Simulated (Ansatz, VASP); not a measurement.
## One calculation of SrLi2SnS4, two programs

```xyz
8
Lattice="-3.3422 3.3422 4.0144 3.3422 -3.3422 4.0144 3.3422 3.3422 -4.0144" Properties=species:S:1:pos:R:3 pbc="T T T"
Li    3.3422    0.0000    2.0072
Li    0.0000    3.3422    2.0072
Sr    0.0000    0.0000    4.0144
Sn    0.0000    0.0000    0.0000
S     1.3878    1.3878   -1.3713
S    -1.9544    1.9544    5.3856
S     1.9544    1.9544    2.6431
S     1.9544   -1.9544    5.3856
```

Alike in both runs: task single point; functional PBE; k mesh 6 × 6 × 6; no spin polarisation.

|  | VASP | Ansatz |
| --- | --- | --- |
| version | VASP 6.6.1 | Ansatz 0.2.0 |
| potentials or method | VASP PAW PBE potentials, release 64 (Li_sv, Sr_sv, Sn_d, S) | plane waves, PAW |
| plane-wave cutoff (eV) | 520 | 420 |
| occupations | gaussian, width 0.01 eV | fixed |
| valence electrons in the cell | 54 | 54 |

|  | VASP | Ansatz | Ansatz less VASP |
| --- | --- | --- | --- |
| gap on the k mesh at the Fermi level (eV) | 2.58 | 2.56 | -0.018 |
| rms of the force components (eV/Å) | 0.090 | 0.099 | +0.0096 |

Atom by atom the forces differ by 0.010 eV/Å (rms over components).

Noted on VASP's run: the cutoff is under 1.25 times that of the potentials, so the pressure is a little rough.
